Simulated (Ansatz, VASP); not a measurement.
## One calculation of LaScO3, two programs

```
La Sc O
1.0
     5.79070    0.00000    0.00000
     0.00000    8.09450    0.00000
     0.00000    0.00000    5.68030
La Sc O
4 4 12
Direct
  0.95720 0.25000 0.01000
  0.04280 0.75000 0.99000
  0.54280 0.75000 0.51000
  0.45720 0.25000 0.49000
  0.50000 0.00000 0.00000
  0.50000 0.50000 0.00000
  0.00000 0.00000 0.50000
  0.00000 0.50000 0.50000
  0.29580 0.94790 0.70730
  0.70420 0.44790 0.29270
  0.20420 0.05210 0.20730
  0.79580 0.55210 0.79270
  0.70420 0.05210 0.29270
  0.29580 0.55210 0.70730
  0.79580 0.94790 0.79270
  0.20420 0.44790 0.20730
  0.52770 0.25000 0.90320
  0.47230 0.75000 0.09680
  0.97230 0.75000 0.40320
  0.02770 0.25000 0.59680
```

Alike in both runs: task electric field gradients; functional PBE; dispersion D4; k mesh 4 × 3 × 4; occupations fermi-dirac, width 0.02 eV; no spin polarisation.

```csv
,VASP,Ansatz
version,VASP 6.6.1,Ansatz 0.2.0
potentials or method,"VASP PAW PBE potentials, release 64 (La, Sc_sv, O)","plane-wave PAW, scalar-relativistic"
plane-wave cutoff (eV),520,420
valence electrons in the cell,160,160
```

|  | VASP | Ansatz | Ansatz less VASP |
| --- | --- | --- | --- |
| gap on the k mesh at the Fermi level (eV) | 3.94 | 3.95 | +0.001 |
| pressure (GPa) | -0.7 | -1.1 | -0.40 |
| traceless stress, the component that is largest in VASP (GPa) | -0.34 | -0.32 | +0.019 |
| rms of the force components (eV/Å) | 0.105 | 0.088 | -0.0169 |
| size of Vzz on the site where it differs most (V/Å²) | 21.2 | 20.0 | -1.17 |

Atom by atom the forces differ by 0.020 eV/Å (rms over components).

Spin-orbit coupling is off throughout.
